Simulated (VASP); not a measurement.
# WSe2 in VASP: single point with PBE+D3(BJ)

Aim: the single point of WSe2 with PBE+D3(BJ).

Everything below comes from runs of VASP 6.6.1. Logs are shortened: lines on timing, memory, paths and dates and some standing lists are left out, and cuts for length are marked.

**1. The cell of the first run**

The cell holds a slab with vacuum, 6 atoms: a = 3.285 Å, b = 3.285 Å, c = 24.239 Å, α = 90.00°, β = 90.00°, γ = 120.00°.

**2. Single point, PBE+D3(BJ) (layers slid over each other)**

INCAR

```
PREC = Accurate
ENCUT = 520
EDIFF = 1E-6
ISMEAR = 0
SIGMA = 0.05
LREAL = F
LASPH = T
NELM = 60
ALGO = Normal
ISIF = 2
LWAVE = F
LCHARG = T
LDIPOL = T
IDIPOL = 3
DIPOL = 0.5 0.5 0.389
GGA = PE
IVDW = 12
LELF = T
LVHAR = T
LVACPOTAV = T
NBANDS = 35
```

KPOINTS

```
Automatic mesh
0
Gamma
  9 9 1
```

POSCAR

```
WSe2
1.0
    3.2854926884      0.0000000000      0.0000000000
   -1.6427463442      2.8453201321      0.0000000000
    0.0000000000      0.0000000000     24.2386466672
Se W
4 2
Direct
    0.3333333333      0.6666666667      0.1856539295
    0.3333333333      0.6666666667      0.3246601777
    0.3333333333      1.1666666667      0.4529676712
    0.3333333333      1.1666666667      0.5919739193
    0.6666666667      0.3333333333      0.2551570536
    0.6666666667      0.8333333333      0.5224707953
```

Potentials or basis: VASP PAW PBE potentials, release 64 (Se, W_sv).

Launch:

```sh
> cat potpaw_PBE.64/Se/POTCAR potpaw_PBE.64/W_sv/POTCAR > POTCAR
> mpirun -np 1 vasp_std > vasp.out
```

OUTCAR:

```text
PREC = Accurate
   ENCUT = 520
   EDIFF = 1E-6
   ISMEAR = 0
   LREAL = F
   LASPH = T
   NELM = 60
   ISIF = 2
   GGA = PE
   IVDW = 12
 IVDW          = 12

 ion  position               nearest neighbor table
   1  0.333  0.667  0.186-   5 2.54   5 2.54   5 2.54
   2  0.333  0.667  0.325-   5 2.54   5 2.54   5 2.54
   3  0.333  0.167  0.453-   6 2.54   6 2.54   6 2.54
   4  0.333  0.167  0.592-   6 2.54   6 2.54   6 2.54
   5  0.667  0.333  0.255-   2 2.54   1 2.54   2 2.54   1 2.54   2 2.54   1 2.54
   6  0.667  0.833  0.522-   4 2.54   4 2.54   4 2.54   3 2.54   3 2.54   3 2.54

  LATTYP: Found a hexagonal cell.
 ALAT       =     3.2854926884
 C/A-ratio  =     7.3774769771

  Lattice vectors:

 A1 = (   3.2854926884,   0.0000000000,   0.0000000000)
 A2 = (  -1.6427463442,   2.8453201321,   0.0000000000)
 A3 = (   0.0000000000,   0.0000000000,  24.2386466672)

Analysis of symmetry for initial positions (statically):
=====================================================================
 Subroutine PRICEL returns:
 Original cell was already a primitive cell.

 Routine SETGRP: Setting up the symmetry group for a
 hexagonal supercell.

 Subroutine GETGRP returns: Found  4 space group operations
 (whereof  2 operations were pure point group operations)
 out of a pool of 24 trial point group operations.

The static configuration has the point symmetry C_1h.
 The point group associated with its full space group is C_2v.

Analysis of symmetry for dynamics (positions and initial velocities):
=====================================================================
 Subroutine PRICEL returns:
 Original cell was already a primitive cell.

 Routine SETGRP: Setting up the symmetry group for a
 hexagonal supercell.

 Subroutine GETGRP returns: Found  4 space group operations
 (whereof  2 operations were pure point group operations)
 out of a pool of 24 trial point group operations.

The dynamic configuration has the point symmetry C_1h.
 The point group associated with its full space group is C_2v.

 Subroutine INISYM returns: Found  4 space group operations
 (whereof  2 operations are pure point group operations),
 and found     1 'primitive' translations

----------------------------------------------------------------------------------------

                                     Primitive cell

  volume of cell :     226.5896

  direct lattice vectors                    reciprocal lattice vectors
     3.285492688  0.000000000  0.000000000     0.304368353  0.175727151  0.000000000
    -1.642746344  2.845320132  0.000000000     0.000000000  0.351454302  0.000000000
     0.000000000  0.000000000 24.238646667     0.000000000  0.000000000  0.041256429

  length of vectors
     3.285492688  3.285492688 24.238646667     0.351454302  0.351454302  0.041256429

  position of ions in fractional coordinates (direct lattice)
     0.333333333  0.666666667  0.185653929
     0.333333333  0.666666667  0.324660178
     0.333333333  0.166666667  0.452967671
     0.333333333  0.166666667  0.591973919
     0.666666667  0.333333333  0.255157054
     0.666666667  0.833333333  0.522470795

  ion indices of the primitive-cell ions
   primitive index   ion index
                 1           1
                 2           2
                 3           3
                 4           4
                 5           5
                 6           6

----------------------------------------------------------------------------------------

 KPOINTS: Automatic mesh

Automatic generation of k-mesh.
 Grid dimensions read from file:
 generate k-points for:    9    9    1

 Generating k-lattice:

  Cartesian coordinates                     Fractional coordinates (reciprocal lattice)
     0.033818706  0.019525239  0.000000000     0.111111111  0.000000000  0.000000000
     0.000000000  0.039050478  0.000000000     0.000000000  0.111111111  0.000000000
     0.000000000  0.000000000  0.041256429     0.000000000  0.000000000  1.000000000

  Length of vectors
     0.039050478  0.039050478  0.041256429

  Shift w.r.t. Gamma in fractional coordinates (k-lattice)
     0.000000000  0.000000000  0.000000000

 Subroutine IBZKPT returns following result:
 ===========================================

 Found     25 irreducible k-points:

 Following reciprocal coordinates:
            Coordinates               Weight
  0.000000  0.000000  0.000000      1.000000
  0.111111 -0.000000  0.000000      2.000000
  0.000000  0.111111  0.000000      4.000000
  0.222222 -0.000000  0.000000      2.000000
  0.000000  0.222222  0.000000      4.000000
  0.333333 -0.000000  0.000000      2.000000
[... 16 lines left out ...]
 -0.222222 -0.444444  0.000000      4.000000
  0.444444  0.333333  0.000000      4.000000
   k-points           NKPTS =     25   k-points in BZ     NKDIM =     25   number of bands    NBANDS=     35
   number of dos      NEDOS =    301   number of ions     NIONS =      6
   total plane-waves  NPLWV = 103680
   dimension x,y,z NGX =    24 NGY =   24 NGZ =  180
   dimension x,y,z NGXF=    48 NGYF=   48 NGZF=  360
   ions per type =               4   2
   NGX,Y,Z   is equivalent  to a cutoff of  12.14, 12.14, 12.35 a.u.
   NGXF,Y,Z  is equivalent  to a cutoff of  24.29, 24.29, 24.69 a.u.
 SYSTEM =  unknown system
   PREC   = accura    normal or accurate (medium, high low for compatibility)
   ISTART =      0    job   : 0-new  1-cont  2-samecut
   ICHARG =      2    charge: 1-file 2-atom 10-const
   ISPIN  =      1    spin polarized calculation?
   LNONCOLLINEAR =      F non collinear calculations
   LSORBIT =      F    spin-orbit coupling
   LASPH  =      T    aspherical Exc in radial PAW
   ENCUT  =  520.0 eV  38.22 Ry    6.18 a.u.   6.11  6.11 45.07*2*pi/ulx,y,z
   NELM   =     60;   NELMIN=  2; NELMDL= -5     # of ELM steps
   EDIFF  = 0.1E-05   stopping-criterion for ELM
   LREAL  =      F    real-space projection
   EDIFFG = 0.1E-04   stopping-criterion for IOM
   NSW    =      0    number of steps for IOM
   IBRION =     -1    ionic relax: 0-MD 1-quasi-New 2-CG
   NFREE  =      0    steps in history (QN), initial steepest desc. (CG)
   ISIF   =      2    stress and relaxation
   ISYM   =      2    0-nonsym 1-usesym 2-fastsym
   POTIM  = 0.5000    time-step for ionic-motion
   TEBEG  =    0.0;   TEEND  =   0.0 temperature during run
   PSTRESS=    0.0 pullay stress
   NELECT =      52.0000    total number of electrons
   NUPDOWN=      -1.0000    fix difference up-down
   EMIN   =  10.00;   EMAX   =-10.00  energy-range for DOS
   EFERMI =   0.00;   METHOD = LEGACY
   ISMEAR =     0;   SIGMA  =   0.05  broadening in eV -4-tet -1-fermi 0-gaus
   EFERMI_NEDOS =   21; number of points for ismear=-14 and -15
   IALGO  =     38    algorithm
   IMIX   =      4    mixing-type and parameters
     AMIX     =   0.40;   BMIX     =  1.00
     AMIX_MAG =   1.60;   BMIX_MAG =  1.00
  volume/ion in A,a.u.               =      37.76       254.85
  Fermi-wavevector in a.u.,A,eV,Ry     =   1.002296  1.894065 13.668372  1.004597
  Thomas-Fermi vector in A             =   2.134774
   LORBIT       =      0    0 simple, 1 ext, 2 COOP (PROOUT), +10 PAW based schemes
   GGA     = PE    functional components
   LHFCALC =     F    Hartree Fock is set to
   AEXX    =    0.0000 exact exchange contribution
   IVDW    =    12    specifies the selected vdW correction
   LEPSILON=     F    determine dielectric tensor
   LRPA    =     F    only Hartree local field effects (RPA)
 non-spin polarized calculation
 Gauss-broadening in eV      SIGMA  =   0.05
  energy-cutoff  :      520.00
  volume of cell :      226.59
 maximum number of plane-waves:      6144
   NGX = 13   NGY = 13   NGZ = 91

 dipolmoment           0.000000      0.000000     -0.000006 electrons x Angstroem

 number of electron      51.9999987 magnetization

 dipolmoment           0.000000      0.000000      0.000000 electrons x Angstroem

 Free energy of the ion-electron system (eV)
  ---------------------------------------------------
  ext. energy  EPLUGINS =         0.00000000
  ---------------------------------------------------
  free energy    TOTEN  =       -43.14685955 eV

  energy without entropy =      -43.14685955  energy(sigma->0) =      -43.14685955

 E-fermi :   1.4224     XC(G=0):  -6.2057

 val. band max:        0.9774359890   @ k =   0.0000   0.0000   0.0000
 cond. band min:       2.3882450015   @ k =   0.2222   0.1111   0.0000
 fundamental gap:      1.4108090126
 Fermi energy:         1.4224088944

 k-point     1 :       0.0000    0.0000    0.0000
  band No.  band energies     occupation
      1     -73.1777      2.00000
      2     -73.1777      2.00000
      3     -37.4251      2.00000
      4     -37.4251      2.00000
      5     -37.2895      2.00000
      6     -37.2895      2.00000
[... 27 lines left out ...]
     34       4.1031      0.00000
     35       5.2131      0.00000

 k-point     2 :       0.1111   -0.0000    0.0000
  band No.  band energies     occupation
      1     -73.1765      2.00000
      2     -73.1765      2.00000
      3     -37.4198      2.00000
      4     -37.4198      2.00000
      5     -37.3167      2.00000
      6     -37.3167      2.00000
[... 27 lines left out ...]
     34       4.2272      0.00000
     35       5.6170      0.00000

 k-point     3 :       0.0000    0.1111    0.0000
  band No.  band energies     occupation
      1     -73.1765      2.00000
      2     -73.1765      2.00000
      3     -37.4198      2.00000
      4     -37.4198      2.00000
      5     -37.3171      2.00000
      6     -37.3171      2.00000
[... 27 lines left out ...]
     34       4.1439      0.00000
     35       5.6227      0.00000
[... 723 lines left out ...]
 k-point    23 :      -0.2222   -0.4444    0.0000
  band No.  band energies     occupation
      1     -73.1666      2.00000
      2     -73.1665      2.00000
      3     -37.4879      2.00000
      4     -37.4879      2.00000
      5     -37.3993      2.00000
      6     -37.3992      2.00000
[... 27 lines left out ...]
     34       5.5090      0.00000
     35       6.4090      0.00000

 k-point    24 :       0.4444    0.3333    0.0000
  band No.  band energies     occupation
      1     -73.1665      2.00000
      2     -73.1665      2.00000
      3     -37.4877      2.00000
      4     -37.4877      2.00000
      5     -37.3994      2.00000
      6     -37.3994      2.00000
[... 27 lines left out ...]
     34       5.5380      0.00000
     35       6.4095      0.00000

 [... further k-points ...]

------------------------ aborting loop because EDIFF is reached ----------------------------------------

 Edisp (eV)   -2.40268

 E8    (eV) :    -1.1045

  FORCE on cell =-STRESS in cart. coord.  units (eV):
  Direction    XX          YY          ZZ          XY          YZ          ZX
  --------------------------------------------------------------------------------------
  -------------------------------------------------------------------------------------
  Total      -0.01811     0.16289     0.18690    -0.15675     0.00000    -0.00000
  in kB      -0.12802     1.15180     1.32153    -1.10836     0.00000    -0.00000
  external pressure =        0.78 kB  Pullay stress =        0.00 kB

 VOLUME and BASIS-vectors are now :
 -----------------------------------------------------------------------------
  energy-cutoff  :      520.00
  volume of cell :      226.59
      direct lattice vectors                 reciprocal lattice vectors
     3.285492688  0.000000000  0.000000000     0.304368353  0.175727151  0.000000000
    -1.642746344  2.845320132  0.000000000     0.000000000  0.351454302  0.000000000
     0.000000000  0.000000000 24.238646667     0.000000000  0.000000000  0.041256429

 POSITION                                       TOTAL-FORCE (eV/Angst)
 -----------------------------------------------------------------------------------
     -0.00000      1.89688      4.50000         0.004939      0.002852     -0.036520
     -0.00000      1.89688      7.86932        -0.003404     -0.001965     -0.011587
      0.82137      0.47422     10.97932        -0.003404     -0.001965      0.011587
      0.82137      0.47422     14.34865         0.004939      0.002852      0.036520
      1.64275      0.94844      6.18466        -0.001535     -0.000886      0.024758
      0.82137      2.37110     12.66399        -0.001535     -0.000886     -0.024758
 -----------------------------------------------------------------------------------
    total drift:                                0.000219      0.000127      0.000015

  FREE ENERGIE OF THE ION-ELECTRON SYSTEM (eV)
  ---------------------------------------------------
  free  energy   TOTEN  =       -45.5495405756 eV

  energy  without entropy=      -45.5495405756  energy(sigma->0) =      -45.54954058

 vacuum level on the upper side and lower side of the slab         5.925         5.925
```

Run time: 6.6 min. Hardware: 1 thread of AMD EPYC 7R43 (Zen 3), shared host; peak memory 0.36 GiB.

What came out:

```yaml
Free_energy: -45.5495 eV
Largest_force: 0.037 eV/Å
Band_gap_on_the_k_mesh: 1.41 eV (least direct gap 1.65 eV)
Dispersion_energy_per_atom: -0.400 eV
```

Forces in eV/Å, atoms in the order of the input:
```
Se   0.005  0.003 -0.037
Se  -0.003 -0.002 -0.012
Se  -0.003 -0.002  0.012
Se   0.005  0.003  0.037
W   -0.002 -0.001  0.025
W   -0.002 -0.001 -0.025
```

Caveat: the cell differs from its parent crystal (layers slid over each other); spin-orbit coupling is left out, which moves the levels of the heavy elements.
